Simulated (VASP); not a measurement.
# TiOsC4N4 (P-43m) in VASP: further runs

Runs on TiOsC4N4. Level: PBE. Tasks: relaxation of cell and atoms, single point.

Program: VASP 6.6.1. These are calculated values, not measurements. Logs are shortened: lines on timing, memory, paths and dates and some standing lists are left out, and cuts for length are marked.

### 1 The cell of the first run

It takes space group P-43m (No. 215, cubic). Conventional cell: a = 5.819 Å, b = 5.819 Å, c = 5.819 Å, α = 90.00°, β = 90.00°, γ = 90.00°. Within 2.6 Å of Ti (site symmetry -43m) lie 4 N at 1.92 Å. Within 2.5 Å of Os (site symmetry -43m) lie 4 C at 1.91 Å. C (site symmetry 3m) has 1 N at 1.21 Å within 1.6 Å. N (site symmetry 3m) has 1 C at 1.21 Å within 1.6 Å.

### 2 Relaxation of cell and atoms, PBE

Input file INCAR:

```
PREC = Accurate
ENCUT = 600
EDIFF = 1E-7
ISMEAR = 0
SIGMA = 0.1
LREAL = F
LASPH = T
NELM = 60
ALGO = Normal
ISIF = 3
LWAVE = F
LCHARG = F
GGA = PE
IBRION = 2
NSW = 100
EDIFFG = -0.01
```

Input file KPOINTS:

```
Automatic mesh
0
Gamma
  6 6 6
```

Input file POSCAR:

```
TiOsC4N4
1.0
    5.8188469490      0.0000000000      0.0000000000
    0.0000000000      5.8188469490      0.0000000000
    0.0000000000      0.0000000000      5.8188469490
Ti Os C N
1 1 4 4
Direct
    0.5000000000      0.5000000000      0.5000000000
    0.0000000000      0.0000000000      0.0000000000
    0.1894864156      0.1894864156      0.1894864156
    0.1894864156      0.8105135844      0.8105135844
    0.8105135844      0.1894864156      0.8105135844
    0.8105135844      0.8105135844      0.1894864156
    0.3090777133      0.3090777133      0.3090777133
    0.3090777133      0.6909222867      0.6909222867
    0.6909222867      0.3090777133      0.6909222867
    0.6909222867      0.6909222867      0.3090777133
```

Potentials or basis: VASP PAW PBE potentials, release 64 (Ti_sv, Os, C, N).

Run with:

```
$ cat potpaw_PBE.64/Ti_sv/POTCAR potpaw_PBE.64/Os/POTCAR potpaw_PBE.64/C/POTCAR potpaw_PBE.64/N/POTCAR > POTCAR
$ mpirun -np 1 vasp_std > vasp.out
```

OUTCAR:

```text
PREC = Accurate
   ENCUT = 600
   EDIFF = 1E-7
   ISMEAR = 0
   LREAL = F
   LASPH = T
   NELM = 60
   ISIF = 3
   GGA = PE
   IBRION = 2
   NSW = 100
   EDIFFG = -0.01

 ion  position               nearest neighbor table
   1  0.500  0.500  0.500-   7 1.92   8 1.92   9 1.92  10 1.92
   2  0.000  0.000  0.000-   3 1.91   4 1.91   5 1.91   6 1.91
   3  0.189  0.189  0.189-   7 1.21   2 1.91
   4  0.189  0.811  0.811-   8 1.21   2 1.91
   5  0.811  0.189  0.811-   9 1.21   2 1.91
   6  0.811  0.811  0.189-  10 1.21   2 1.91
   7  0.309  0.309  0.309-   3 1.21   1 1.92
   8  0.309  0.691  0.691-   4 1.21   1 1.92
   9  0.691  0.309  0.691-   5 1.21   1 1.92
  10  0.691  0.691  0.309-   6 1.21   1 1.92

  LATTYP: Found a simple cubic cell.
 ALAT       =     5.8188469490

  Lattice vectors:

 A1 = (   5.8188469490,   0.0000000000,   0.0000000000)
 A2 = (   0.0000000000,   5.8188469490,   0.0000000000)
 A3 = (   0.0000000000,   0.0000000000,   5.8188469490)

Analysis of symmetry for initial positions (statically):
=====================================================================
 Subroutine PRICEL returns:
 Original cell was already a primitive cell.

 Routine SETGRP: Setting up the symmetry group for a
 simple cubic supercell.

 Subroutine GETGRP returns: Found 24 space group operations
 (whereof 24 operations were pure point group operations)
 out of a pool of 48 trial point group operations.

The static configuration has the point symmetry T_d .

Analysis of symmetry for dynamics (positions and initial velocities):
=====================================================================
 Subroutine PRICEL returns:
 Original cell was already a primitive cell.

 Routine SETGRP: Setting up the symmetry group for a
 simple cubic supercell.

 Subroutine GETGRP returns: Found 24 space group operations
 (whereof 24 operations were pure point group operations)
 out of a pool of 48 trial point group operations.

The dynamic configuration has the point symmetry T_d .

 Subroutine INISYM returns: Found 24 space group operations
 (whereof 24 operations are pure point group operations),
 and found     1 'primitive' translations

----------------------------------------------------------------------------------------

                                     Primitive cell

  volume of cell :     197.0202

  direct lattice vectors                    reciprocal lattice vectors
     5.818846949  0.000000000  0.000000000     0.171855354  0.000000000  0.000000000
[... 87 lines left out ...]
 SYSTEM =  unknown system
   PREC   = accura    normal or accurate (medium, high low for compatibility)
   ISTART =      0    job   : 0-new  1-cont  2-samecut
   ICHARG =      2    charge: 1-file 2-atom 10-const
   ISPIN  =      1    spin polarized calculation?
   LNONCOLLINEAR =      F non collinear calculations
   LSORBIT =      F    spin-orbit coupling
   LASPH  =      T    aspherical Exc in radial PAW
   ENCUT  =  600.0 eV  44.10 Ry    6.64 a.u.  11.62 11.62 11.62*2*pi/ulx,y,z
   NELM   =     60;   NELMIN=  2; NELMDL= -5     # of ELM steps
   EDIFF  = 0.1E-06   stopping-criterion for ELM
   LREAL  =      F    real-space projection
   EDIFFG = -.1E-01   stopping-criterion for IOM
   NSW    =    100    number of steps for IOM
   IBRION =      2    ionic relax: 0-MD 1-quasi-New 2-CG
   NFREE  =      1    steps in history (QN), initial steepest desc. (CG)
   ISIF   =      3    stress and relaxation
   ISYM   =      2    0-nonsym 1-usesym 2-fastsym
   POTIM  = 0.5000    time-step for ionic-motion
   TEBEG  =    0.0;   TEEND  =   0.0 temperature during run
   PSTRESS=    0.0 pullay stress
   NELECT =      56.0000    total number of electrons
   NUPDOWN=      -1.0000    fix difference up-down
   EMIN   =  10.00;   EMAX   =-10.00  energy-range for DOS
   EFERMI =   0.00;   METHOD = LEGACY
   ISMEAR =     0;   SIGMA  =   0.10  broadening in eV -4-tet -1-fermi 0-gaus
   EFERMI_NEDOS =   21; number of points for ismear=-14 and -15
   IALGO  =     38    algorithm
   IMIX   =      4    mixing-type and parameters
     AMIX     =   0.40;   BMIX     =  1.00
     AMIX_MAG =   1.60;   BMIX_MAG =  1.00
  volume/ion in A,a.u.               =      19.70       132.96
  Fermi-wavevector in a.u.,A,eV,Ry     =   1.076384  2.034071 15.763745  1.158603
  Thomas-Fermi vector in A             =   2.212267
   LORBIT       =      0    0 simple, 1 ext, 2 COOP (PROOUT), +10 PAW based schemes
   GGA     = PE    functional components
   LHFCALC =     F    Hartree Fock is set to
   AEXX    =    0.0000 exact exchange contribution
   IVDW    =     0    specifies the selected vdW correction
   LEPSILON=     F    determine dielectric tensor
   LRPA    =     F    only Hartree local field effects (RPA)
 conjugate gradient relaxation of ions
 non-spin polarized calculation
 Gauss-broadening in eV      SIGMA  =   0.10
  energy-cutoff  :      600.00
  volume of cell :      197.02
 maximum number of plane-waves:      6704
 NGX is ok and might be reduce to    48
   NGX = 23   NGY = 23   NGZ = 23

--------------------------------------- Ionic step        1  -------------------------------------------

 number of electron      56.0000009 magnetization

 Free energy of the ion-electron system (eV)
  ---------------------------------------------------
  ext. energy  EPLUGINS =         0.00000000
  ---------------------------------------------------
  free energy    TOTEN  =       -87.38569445 eV

  energy without entropy =      -87.32818186  energy(sigma->0) =      -87.35693815

------------------------ aborting loop because EDIFF is reached ----------------------------------------

  FORCE on cell =-STRESS in cart. coord.  units (eV):
  Direction    XX          YY          ZZ          XY          YZ          ZX
  --------------------------------------------------------------------------------------
  -------------------------------------------------------------------------------------
  Total        0.3938396      0.3938396      0.3938396      0.0000000     -0.0000000      0.0000000
  in kB        3.2027213      3.2027213      3.2027213      0.0000000     -0.0000000      0.0000000
  external PRESSURE =       3.2027213 kB  Pullay stress =       0.0000000 kB
[... 163 lines left out ...]
--------------------------------------- Ionic step        5  -------------------------------------------

 number of electron      56.0000007 magnetization

 Free energy of the ion-electron system (eV)
  ---------------------------------------------------
  ext. energy  EPLUGINS =         0.00000000
  ---------------------------------------------------
  free energy    TOTEN  =       -87.38692988 eV

  energy without entropy =      -87.32915285  energy(sigma->0) =      -87.35804136

 E-fermi :   0.1061     XC(G=0):  -7.6002

 val. band max:        0.0884075090   @ k =   0.3333   0.1667   0.1667
 cond. band min:       0.1117732471   @ k =   0.3333   0.1667   0.0000
 fundamental gap:      0.0233657381
 Fermi energy:         0.1060847209

 k-point     1 :       0.0000    0.0000    0.0000
  band No.  band energies     occupation
      1     -57.4725      2.00000
      2     -33.7573      2.00000
      3     -33.7573      2.00000
      4     -33.7573      2.00000
      5     -17.9307      2.00000
      6     -17.7709      2.00000
[... 766 lines left out ...]
  FREE ENERGIE OF THE ION-ELECTRON SYSTEM (eV)
  ---------------------------------------------------
  free  energy   TOTEN  =       -87.3869298774 eV

  energy  without entropy=      -87.3291528526  energy(sigma->0) =      -87.35804136

 reached required accuracy - stopping structural energy minimisation
```

OSZICAR:

```text
N       E                     dE             d eps       ncg     rms          rms(c)
DAV:   1     0.553493774770E+03    0.55349E+03   -0.28715E+04  1360   0.167E+03
[... 58 lines left out ...]
DAV:   3    -0.873869401330E+02    0.12706E-03   -0.86088E-04  2030   0.163E-01    0.573E-02
DAV:   4    -0.873869289400E+02    0.11193E-04   -0.86406E-05  1608   0.613E-02    0.291E-02
DAV:   5    -0.873869287950E+02    0.14498E-06   -0.16092E-05  2134   0.243E-02    0.136E-02
DAV:   6    -0.873869295059E+02   -0.71092E-06   -0.23801E-06  1952   0.997E-03    0.938E-03
DAV:   7    -0.873869296449E+02   -0.13898E-06   -0.63861E-07  1464   0.374E-03    0.500E-03
DAV:   8    -0.873869298586E+02   -0.21364E-06   -0.71333E-07  1330   0.452E-03    0.882E-04
DAV:   9    -0.873869298774E+02   -0.18800E-07   -0.87738E-08   760   0.182E-03
   5 F= -.87386930E+02 E0= -.87358041E+02  d E =-.501415E-03
```

It took 7.3 min on 1 thread of AMD EPYC 9R45 (Zen 5), shared host; peak memory 0.43 GiB.

Results:

```yaml
Free_energy: -87.3869 eV
Relaxed_volume: 19.74 Å³/atom
Relaxed_cell: a = 5.823 Å, b = 5.823 Å, c = 5.823 Å, α = 90.00°, β = 90.00°, γ = 90.00°
Space_group_after_relaxing_to_0.1_Å: P-43m (No. 215)
Energy_gained_by_relaxing: 0.1 meV/atom
Ionic_steps: 5
Pressure_after_relaxing: -0.1 GPa
Largest_force_after_relaxing: 0.008 eV/Å
Band_gap_on_the_k_mesh: zero (bands 28 and 29 overlap by 0.44 eV)
```

Forces on the atoms (eV/Å):
```
Ti   0.000  0.000  0.000
Os   0.000  0.000  0.000
C    0.004  0.004  0.004
C    0.004 -0.004 -0.004
C   -0.004  0.004 -0.004
C   -0.004 -0.004  0.004
N    0.004  0.004  0.004
N    0.004 -0.004 -0.004
N   -0.004  0.004 -0.004
N   -0.004 -0.004  0.004
```

The path:
```csv
step,energy change (eV),largest force (eV/Å),pressure (GPa),volume (Å³)
1,0.0000,0.2035,0.32,197.02
2,0.0316,1.1627,-1.42,198.15
3,-0.0007,0.0900,0.08,197.17
4,-0.0011,0.0289,-0.11,197.56
5,-0.0012,0.0076,-0.05,197.44
```

Final structure:
```
Ti Os C N
1.0
     5.82298    0.00000    0.00000
     0.00000    5.82298    0.00000
     0.00000    0.00000    5.82298
Ti Os C N
1 1 4 4
Cartesian
  2.9115 2.9115 2.9115
  0.0000 0.0000 0.0000
  1.1043 1.1043 1.1043
  1.1043 4.7186 4.7186
  4.7186 1.1043 4.7186
  4.7186 4.7186 1.1043
  1.8013 1.8013 1.8013
  1.8013 4.0217 4.0217
  4.0217 1.8013 4.0217
  4.0217 4.0217 1.8013
```

Levels at points of the mesh, in eV from the Fermi level:
```tsv
k point	band 25	band 26	band 27	band 28	band 29	band 30	band 31	band 32
(0.00, 0.00, 0.00)	-2.15	-2.15	-0.26	-0.26	-0.26	1.50	1.50	2.42
(0.50, 0.00, 0.00)	-1.92	-1.45	-0.66	-0.04	-0.04	0.81	1.93	2.25
(0.50, 0.50, 0.00)	-1.86	-1.47	-0.52	0.18	0.18	0.77	1.98	2.08
(0.50, 0.50, 0.50)	-2.14	-2.14	0.09	0.09	0.09	1.54	1.54	2.35
```

Caveat: spin-orbit coupling is left out, which moves the levels of the heavy elements.

(Continued in part 2 of 2.)

The gap in the log of VASP goes by the Fermi energy; the results here count the filled bands.